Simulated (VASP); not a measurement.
Crystal: B5Pt.

```xyz
6
Lattice="2.8562 0.0000 0.0000 0.0000 2.8562 0.0000 0.0000 0.0000 5.9372" Properties=species:S:1:pos:R:3 pbc="T T T"
B     1.4281    1.4281    2.1571
B     1.4281    1.4281    3.7801
B     0.0000    0.0000    1.3084
B     0.0000    0.0000    4.6288
B     0.0000    0.0000    2.9686
Pt    1.4281    1.4281    0.0000
```

```yaml
Program: VASP 6.6.1
Task: relaxation of cell and atoms
Functional: PBE
Potentials_or_basis: VASP PAW PBE potentials, release 64 (B, Pt)
Cutoff: 600 eV
k_mesh: 14 × 14 × 6
Occupations: gaussian, width 0.1 eV
Spin: no spin polarisation
```

At the start: pressure -0.6 GPa; volume 8.07 Å³/atom.

Question: How do energy, volume and symmetry change on relaxing?

Answer: Over 11 steps the energy falls by 2.4 meV/atom and the volume is 8.14 Å³/atom (+0.8 %); space group P4/mmm (No. 123, to 0.05 Å).

Step by step:
```
step  energy change (eV)  largest force (eV/Å)  pressure (GPa)  volume (Å³)
   1              0.0000                0.4063           -0.60        48.44
   2              0.0098                0.7989            3.36        48.22
   3             -0.0083                0.0809            0.97        48.35
   4             -0.0106                0.1062           -0.08        48.63
   5             -0.0110                0.1312           -1.10        48.92
   6             -0.0111                0.1228           -0.75        48.82
   7             -0.0129                0.1013           -0.31        48.81
   8             -0.0136                0.0970            0.18        48.80
   9             -0.0142                0.0602           -0.05        48.85
  10             -0.0143                0.0179            0.01        48.83
  11             -0.0143                0.0066           -0.02        48.84
```

Final structure:
```
CELL_PARAMETERS angstrom
2.88705 0.00000 0.00000
0.00000 2.88705 0.00000
0.00000 0.00000 5.85970
ATOMIC_POSITIONS crystal
B 0.50000 0.50000 0.36440
B 0.50000 0.50000 0.63560
B 0.00000 0.00000 0.21672
B 0.00000 0.00000 0.78328
B 0.00000 0.00000 0.50000
Pt 0.50000 0.50000 0.00000
```
